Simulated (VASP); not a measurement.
BaTiO3: single point with PBEsol+D4

The system is BaTiO3.

```xyz
5
Lattice="2.8575 1.5885 2.3664 -2.7609 1.5870 2.2497 0.0470 -3.3028 2.3977" Properties=species:S:1:pos:R:3 pbc="T T T"
Ba    2.8217   -1.6863    4.7156
Ti    0.0610   -0.1368    3.4645
O     0.0898    1.5088    2.3444
O    -1.2803   -0.8401    2.4163
O     1.4424   -0.7803    2.4917
```

| Property | Result |
| --- | --- |
| Program | VASP 6.6.1 |
| Task | single point |
| Functional | PBEsol |
| Dispersion | D4 |
| Potentials or basis | VASP PAW PBE potentials, release 64 (Ba_sv, Ti_sv, O) |
| Cutoff | 520 eV |
| k mesh | 4 × 4 × 4 |
| Occupations | gaussian, width 0.01 eV |
| Spin | no spin polarisation |
| Dipole correction | no |
| Further INCAR settings | ALGO = Normal; EDIFF = 1e-07; NBANDS = 28 |

The pressure is 0.6 GPa, the largest force is 1.300 eV/Å and the band gap on the k mesh is 2.03 eV (least direct gap 2.33 eV). The dispersion energy per atom is -0.125 eV.

Forces in eV/Å, atoms in the order of the input:
```
Ba   0.497 -0.409  0.309
Ti  -0.546  0.577 -0.215
O   -0.352  0.786  0.176
O   -0.519 -0.139  0.155
O    0.920 -0.814 -0.425
```

Stress tensor (GPa, compression positive):
```
 3.61  0.07 -3.54
 0.07  0.82  4.88
-3.54  4.88 -2.52
```

Levels at points of the mesh, in eV from the valence-band top:
```csv
k point,band 17,band 18,band 19,band 20,band 21,band 22,band 23,band 24
"(0.00, 0.00, 0.00)",-1.22,-0.57,-0.43,-0.30,2.03,2.16,2.54,4.15
"(0.50, 0.00, 0.00)",-1.84,-1.74,-0.78,-0.74,2.16,3.69,3.80,4.29
"(0.00, 0.50, 0.00)",-2.07,-1.75,-1.05,-0.80,2.21,3.85,3.96,4.20
"(0.50, 0.50, 0.00)",-1.68,-0.68,-0.65,-0.20,3.69,3.93,4.20,4.81
"(0.00, 0.00, 0.50)",-1.46,-1.32,-1.24,-1.06,2.60,3.49,3.53,4.55
"(0.50, 0.00, 0.50)",-1.73,-1.23,-1.15,-0.21,3.57,3.85,3.99,5.32
"(0.00, 0.50, 0.50)",-1.77,-0.97,-0.90,-0.13,3.57,3.98,4.19,4.82
"(0.50, 0.50, 0.50)",-2.27,-0.16,-0.12,0.00,4.24,4.40,4.50,6.39
```

Run time: 120 s on 1 thread of Intel Xeon 8259CL, with other jobs on the host, peak memory 0.21 GiB.

Caveat: the PAW data sets were made with another functional, which shifts forces and pressure a little; spin-orbit coupling is left out, which moves the levels of the heavy elements. A k mesh can miss the band edges.
